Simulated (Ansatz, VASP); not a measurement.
# Mg4H: VASP beside Ansatz

```
CELL_PARAMETERS angstrom
2.76324 -2.69869 0.00000
2.76324 2.69869 0.00000
0.00000 0.00000 8.34356
ATOMIC_POSITIONS crystal
Mg 0.00000 0.00000 0.66870
Mg 0.00000 0.00000 0.33130
Mg 0.74865 0.74865 0.00000
Mg 0.25135 0.25135 0.00000
H 0.50000 0.50000 0.50000
```

Alike in both runs: functional PBE; k mesh 6 × 6 × 4; occupations gaussian, width 0.1 eV; no spin polarisation.

Ansatz relaxed the structure, and its values are those at the end. VASP's run is a single point on that final structure, the one shown.

|  | VASP | Ansatz |
| --- | --- | --- |
| version | VASP 6.6.1 | Ansatz 0.2.0 |
| potentials or method | VASP PAW PBE potentials, release 64 (Mg, H), cutoff 520 eV | scalar-relativistic, plane waves, PAW |
| valence electrons in the cell | 9 | 41 |

Ansatz gave:

```
gap on the k mesh at the Fermi level (eV) : none
pressure (GPa)                            : -0.2
rms of the force components (eV/Å)        : 0.007
```

Which values does VASP return?

gap on the k mesh at the Fermi level (eV): none; pressure (GPa): -0.3; rms of the force components (eV/Å): 0.007.

A gap of «none» marks a metal or a gap that the smearing closes. VASP's potentials hold 9 valence electrons a cell and Ansatz's 41, so a difference there can come from the potentials and not from the codes.
